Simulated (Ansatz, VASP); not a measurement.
## Two plane-wave programs on Os

```xyz
1
Lattice="0.0000 1.9450 1.9450 1.9450 0.0000 1.9450 1.9450 1.9450 0.0000" Properties=species:S:1:pos:R:3 pbc="T T T"
Os    0.0000    0.0000    0.0000
```

Alike in both runs: functional PBEsol; k mesh 7 × 7 × 7; occupations gaussian, width 0.15 eV; no spin polarisation.

```csv
,VASP,Ansatz
version,VASP 6.6.1,Ansatz 0.2.0
potentials or method,"VASP PAW PBE potentials, release 64 (Os)",Ansatz PAW
plane-wave cutoff (eV),520,420
valence electrons in the cell,8,16
task,single point,projected density of states
```

```csv
,VASP,Ansatz,Ansatz less VASP
gap on the k mesh at the Fermi level (eV),none,none,-
pressure (GPa),-19.0,-19.0,-0.02
```

VASP's potentials were made for PBE, not for PBEsol. A gap of «none» marks a metal or a gap that the smearing closes. The functional is the same, so the differences come from potentials, cutoffs and numerics. VASP's potentials hold 8 valence electrons a cell and Ansatz's 16, so a difference there can come from the potentials and not from the codes.

The k mesh is coarse, so the values compare programs but aren't converged. Neither program's run includes spin-orbit coupling.
